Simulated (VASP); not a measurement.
A run of VASP 6.6.1 is set up as follows.

Contents of INCAR:

```
SYSTEM = InPd
ALGO     = Normal         ! electronic algorithm
EDIFF    = 1E-6           ! SCF threshold, eV
ENCUT    = 520            ! plane-wave cutoff, eV
GGA      = PE             ! functional
ISIF     = 2              ! what is computed and relaxed
ISMEAR   = -1             ! smearing method
IVDW     = 12             ! dispersion correction
LASPH    = .TRUE.         ! aspherical terms in the spheres
LCHARG   = .TRUE.         ! write CHGCAR
LELF     = .TRUE.         ! ELF
LREAL    = .FALSE.        ! projectors in reciprocal space
LVHAR    = .TRUE.       
LWAVE    = .FALSE.        ! write WAVECAR
NBANDS   = 18             ! bands
NELM     = 100            ! most SCF steps
PREC     = Accurate       ! precision mode
SIGMA    = 0.05           ! smearing width, eV
```

File KPOINTS:

```
k-points
0
G
  8 8 8
  0 0 0
```

Contents of POSCAR:

```
InPd
1.0
    3.2672486867      0.0000000000      0.0000000000
    0.0000000000      3.2672486867      0.0000000000
    0.0000000000      0.0000000000      3.2672486867
In Pd
1 1
Direct
    0.0000000000      0.0000000000      0.0000000000
    0.5000000000      0.5000000000      0.5000000000
```

Potentials or basis: VASP PAW PBE potentials, release 64 (In_d, Pd).

Command:

```console
$ cat potpaw_PBE.64/In_d/POTCAR potpaw_PBE.64/Pd/POTCAR > POTCAR
$ mpirun -np 1 vasp_std > vasp.out
```

Predict the pressure.

-0.9 GPa.

Estimate the dispersion energy per atom.

-0.538 eV.

Caveat: three body term missing; pairwise dispersion overbinds metals, which lowers pressure and volume.
